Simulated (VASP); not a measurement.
Write the native input for VASP 6.6.1 that does the following.

```
Task                   : single point
Functional             : PBE
Potentials or basis    : VASP PAW PBE potentials, release 64 (W_sv, Co)
Cutoff                 : 520 eV
k mesh                 : 12 × 12 × 12
Occupations            : gaussian, width 0.1 eV
Spin                   : no spin polarisation
Dipole correction      : no
Further INCAR settings : ALGO = Fast; EDIFF = 1e-06; NBANDS = 34
```

The structure of CoW3 lies in POSCAR:

```
CoW3
1.0
    0.0000000000      3.1063930068      3.1063930068
    3.1063930068      0.0000000000      3.1063930068
    3.1063930068      3.1063930068      0.0000000000
W Co
3 1
Direct
    0.2500000000      0.2500000000      0.2500000000
    0.7500000000      0.7500000000      0.7500000000
    0.5000000000      0.5000000000      0.5000000000
    0.0000000000      0.0000000000      0.0000000000
```

These files were run (other wordings do the same):

INCAR

```
SYSTEM = CoW3
ALGO = Fast
EDIFF = 1E-6
ENCUT = 520
GGA = PE
ISIF = 2
ISMEAR = 0
LASPH = .TRUE.
LCHARG = .FALSE.
LREAL = .FALSE.
LWAVE = .FALSE.
NBANDS = 34
NELM = 80
PREC = Accurate
SIGMA = 0.1
```

KPOINTS

```
k-points
0
G
  12 12 12
  0 0 0
```

Potentials or basis: VASP PAW PBE potentials, release 64 (W_sv, Co).

Command:

```sh
$ cat potpaw_PBE.64/W_sv/POTCAR potpaw_PBE.64/Co/POTCAR > POTCAR
$ mpirun -np 1 vasp_std > vasp.out
```

It gave:

```yaml
Pressure: -1.5 GPa
Band_gap_on_the_k_mesh: zero (an odd number of electrons rules out a gap without spin polarisation)
```

Caveat: spin-orbit coupling is left out, which moves the levels of the heavy elements; the run has no spin polarisation, though such a crystal can be magnetic.

It took 2.9 min on 1 thread of AMD EPYC 9R45 96-Core Processor (Zen 5), with other jobs on the host, peak memory 0.26 GiB.
